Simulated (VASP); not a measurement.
Here is a VASP 6.6.1 calculation.

The input INCAR:

```
SYSTEM = ZnS
PREC = Accurate
ENCUT = 520
EDIFF = 1E-7
ISMEAR = 0
SIGMA = 0.01
LREAL = .FALSE.
LASPH = .TRUE.
NELM = 80
ALGO = Normal
ISIF = 2
LWAVE = .FALSE.
LCHARG = .FALSE.
NBANDS = 16
```

File KPOINTS:

```
Automatic mesh
0
G
  10 10 10
  0 0 0
```

File POSCAR:

```
ZnS
1.0
    0.0000000000      2.4998020582      2.4998020582
    2.4998020582      0.0000000000      2.4998020582
    2.4998020582      2.4998020582      0.0000000000
Zn S
1 1
Direct
    0.0000000000      0.0000000000      0.0000000000
    0.7500000000      0.7500000000      0.7500000000
```

Potentials or basis: VASP PAW LDA potentials, release 64 (Zn, S).

Run with:

```sh
$ cat potpaw_LDA.64/Zn/POTCAR potpaw_LDA.64/S/POTCAR > POTCAR
$ mpirun -np 1 vasp_std > vasp.out
```

**Question.** Predict the band gap on the k mesh.

**Answer.** 2.60 eV, indirect (least direct gap 2.99 eV).

**Question.** Estimate the pressure.

**Answer.** 22.5 GPa.

A k mesh can miss the band edges. Expect the measured gap to be larger: semilocal functionals such as LDA lack the derivative discontinuity.
